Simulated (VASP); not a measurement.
A run of VASP 6.6.1 is set up as follows.

Contents of INCAR:

```
SYSTEM = Fe
PREC = Accurate
ENCUT = 600
EDIFF = 1E-6
ISMEAR = -1
SIGMA = 0.1
LREAL = .False.
LASPH = .True.
NELM = 200
ALGO = Normal
ISIF = 2
LWAVE = .False.
LCHARG = .False.
ISPIN = 2
MAGMOM = 1.988
LORBIT = 11
LMAXMIX = 4
NBANDS = 18
GGA_COMPAT = .False.
```

KPOINTS

```
regular mesh
0
Gamma
  16 16 16
  0 0 0
```

POSCAR

```
Fe
1.0
   -1.3745984210      1.3745984210      1.3745984210
    1.3745984210     -1.3745984210      1.3745984210
    1.3745984210      1.3745984210     -1.3745984210
Fe
1
Direct
    0.0000000000      0.0000000000      0.0000000000
```

Potentials or basis: VASP PAW LDA potentials, release 64 (Fe_sv).

Command:

```console
$ cat potpaw_LDA.64/Fe_sv/POTCAR > POTCAR
$ mpirun -np 1 vasp_std > vasp.out
```

(1) What does it give for the pressure?

(2) Estimate the net moment.

(3) What does it give for the site moments?

Answers

(1) -4.2 GPa.

(2) 1.93 μB per cell.

(3) Fe +1.89 μB.
